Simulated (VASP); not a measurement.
Crystal: HfSc2O3.

```xyz
6
Lattice="4.1584 0.0000 0.0000 -2.0792 3.6013 0.0000 0.0000 0.0000 5.4930" Properties=species:S:1:pos:R:3 pbc="T T T"
Hf    0.0000    0.0000    2.7465
Sc    0.0000    2.4008    0.0000
Sc    2.0792    1.2004    0.0000
O     0.0000    2.4008    2.7465
O     2.0792    1.2004    2.7465
O     0.0000    0.0000    0.0000
```

```yaml
Program: VASP 6.6.1
Task: relaxation of cell and atoms
Functional: PBE
Potentials_or_basis: VASP PAW PBE potentials, release 64 (Hf_pv, Sc_sv, O)
Cutoff: 600 eV
k_mesh: 6 × 6 × 4
Occupations: gaussian, width 0.1 eV
Spin: no spin polarisation
```

At the start: pressure -13.9 GPa; volume 13.71 Å³/atom.

Problem. How do energy, volume and symmetry change on relaxing?

Solution. Over 14 steps the energy falls by 556.5 meV/atom and the volume is 12.23 Å³/atom (-10.8 %); space group P6/mmm (No. 191, to 0.05 Å).

Step by step:
| step | energy change (eV) | largest force (eV/Å) | pressure (GPa) | volume (Å³) |
| --- | --- | --- | --- | --- |
| 1 | 0.0000 | 0.0000 | -13.90 | 82.26 |
| 2 | -1.6730 | 0.0000 | -0.04 | 68.70 |
| 3 | -2.0718 | 0.0000 | 13.78 | 63.02 |
| 4 | -2.5975 | 0.0000 | 23.14 | 60.92 |
| 5 | -2.5972 | 0.0000 | 23.44 | 60.89 |
| 6 | -3.0591 | 0.0000 | 10.63 | 64.73 |
| 7 | -3.2416 | 0.0000 | 2.19 | 68.65 |
| 8 | -3.2756 | 0.0000 | -0.65 | 70.64 |
| 9 | -3.2806 | 0.0000 | -2.80 | 72.19 |
| 10 | -3.2810 | 0.0000 | -2.42 | 71.89 |
| 11 | -3.3198 | 0.0000 | -0.22 | 71.82 |
| 12 | -3.3304 | 0.0000 | 1.68 | 71.75 |
| 13 | -3.3357 | 0.0000 | 1.04 | 72.36 |
| 14 | -3.3390 | 0.0000 | 0.17 | 73.39 |

Final structure:
```
Hf Sc O
1.0
     4.48249    0.00000    0.00000
    -2.24124    3.88195    0.00000
     0.00000    0.00000    4.21756
Hf Sc O
1 2 3
Cartesian
  -2.2412 3.8819 2.1088
  0.0000 2.5880 0.0000
  2.2412 1.2940 0.0000
  0.0000 2.5880 2.1088
  2.2412 1.2940 2.1088
  -2.2412 3.8819 0.0000
```
